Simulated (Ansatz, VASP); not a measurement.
Two plane-wave programs on Tc

Contents of INCAR:

```
SYSTEM = Tc
PREC = Accurate ; ENCUT = 520
EDIFF = 1E-6 ; ISMEAR = 0
SIGMA = 0.05 ; LREAL = .FALSE.
LASPH = .TRUE. ; NELM = 100
ALGO = Normal ; ISIF = 2
LWAVE = .FALSE. ; LCHARG = .FALSE.
GGA = PE ; NBANDS = 12
```

Contents of KPOINTS:

```
regular mesh
0
G
  10 10 10
  0 0 0
```

POSCAR

```
Tc
1.0
   -1.5286172307      1.5286172307      1.5286172307
    1.5286172307     -1.5286172307      1.5286172307
    1.5286172307      1.5286172307     -1.5286172307
Tc
1
Direct
    0.0000000000      0.0000000000      0.0000000000
```

Input for Ansatz:

```yaml
crystal:
  lattice:
    - [-1.5286172307, 1.5286172307, 1.5286172307]
    - [1.5286172307, -1.5286172307, 1.5286172307]
    - [1.5286172307, 1.5286172307, -1.5286172307]
  atoms:
    - { symbol: Tc, position: [0.0, 0.0, 0.0] }
basis:
  ecutwfc: 600
  ecutrho_ratio: 5
kpoints:
  mp_grid: { grid: [10, 10, 10] }
hamiltonian:
  xc: pbe
scf:
  occupations: { method: gaussian, width: 0.05 }
output:
  forces: true
  stress: true
  eigenvalues: true
```

Alike in both runs: task single point; functional PBE; k mesh 10 × 10 × 10; occupations gaussian, width 0.05 eV; no spin polarisation.

```csv
,VASP,Ansatz
version,VASP 6.6.1,Ansatz 0.2.0
potentials or method,"VASP PAW PBE potentials, release 64 (Tc_pv), cutoff 520 eV","scalar-relativistic, plane waves, PAW"
valence electrons in the cell,13,15
```

```csv
,VASP,Ansatz,Ansatz less VASP
gap on the k mesh at the Fermi level (eV),none,none,-
pressure (GPa),6.3,7.0,+0.67
```

A gap of «none» marks a metal or a gap that the smearing closes. VASP's potentials hold 13 valence electrons a cell and Ansatz's 15, so a difference there can come from the potentials and not from the codes.
